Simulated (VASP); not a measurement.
Runs of VASP 6.6.1 on Al. The structure is that of space group Fm-3m (No. 225), or close to it. The cells are those of the table. 

| cell | k mesh | gap on the mesh (eV) | pressure (GPa) |
| --- | --- | --- | --- |
| a = 2.268 Å, angles 60.0°, 1 atom | 20 × 20 × 20 | none | 232.5 |
| a = 2.857 Å, angles 60.0°, 1 atom | 17 × 17 × 17 | none | 0.0 |
| a = 2.269 Å, angles 60.0°, 1 atom | 20 × 20 × 20 | none | 231.3 |
| a = 2.266 Å, angles 60.0°, 1 atom | 20 × 20 × 20 | none | (a) |

Alike in all rows: task single point; level PBE; potentials or basis VASP PAW PBE potentials, release 64 (Al); no spin polarisation; cutoff (eV) 520; smearing fermi-dirac 0.08 eV.

Problem. Estimate the missing entries.

Solution. (a) 234.7.

A gap of «none» marks levels without a gap at the run's occupations.
